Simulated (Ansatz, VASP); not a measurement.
## Sn in VASP and in Ansatz

The input INCAR:

```
SYSTEM = Sn
PREC = Accurate ; ENCUT = 520
EDIFF = 1E-7 ; ISMEAR = 0
SIGMA = 0.15 ; LREAL = .False.
LASPH = .True. ; NELM = 80
ALGO = Fast ; ISIF = 2
LWAVE = .False. ; LCHARG = .False.
GGA = PS ; NBANDS = 13
```

Contents of KPOINTS:

```
Automatic mesh
0
Gamma
  20 20 20
  0 0 0
```

POSCAR

```
Sn
1.0
   -1.9019146500      1.7755470000      2.4678324250
    1.5511633500     -1.7755470000      2.2088515750
    1.9019146500      1.7755470000     -2.4678324250
Sn
1
Direct
    0.0000000000      0.0000000000      0.0000000000
```

Input for Ansatz:

```yaml
crystal:
  lattice:
    - [-1.90191465, 1.775547, 2.467832425]
    - [1.55116335, -1.775547, 2.208851575]
    - [1.90191465, 1.775547, -2.467832425]
  atoms:
    - { symbol: Sn, position: [0.0, 0.0, 0.0] }
basis:
  ecutwfc: 420
kpoints:
  mp_grid: { grid: [20, 20, 20] }
hamiltonian:
  xc: pbesol
scf:
  occupations: { method: gaussian, width: 0.15 }
output:
  forces: true
  stress: true
  eigenvalues: true
```

Change from the starting cell: strain -0.1500 x Voigt [0, 0, 0, 0, 1, 0], atoms carried along.

Alike in both runs: task single point; functional PBEsol; k mesh 20 × 20 × 20; occupations gaussian, width 0.15 eV; no spin polarisation.

```csv
,VASP,Ansatz
version,VASP 6.6.1,Ansatz 0.2.0
potentials or method,"VASP PAW PBE potentials, release 64 (Sn_d), cutoff 520 eV","scalar-relativistic, plane waves, PAW"
valence electrons in the cell,14,14
```

```tsv
	VASP	Ansatz	Ansatz less VASP
gap on the k mesh at the Fermi level (eV)	none	none	-
pressure (GPa)	-2.8	-2.8	-0.01
traceless stress, the component that is largest in VASP (GPa)	2.14	2.13	-0.010
```

VASP's potentials were made for PBE, not for PBEsol. A gap of «none» marks a metal or a gap that the smearing closes.
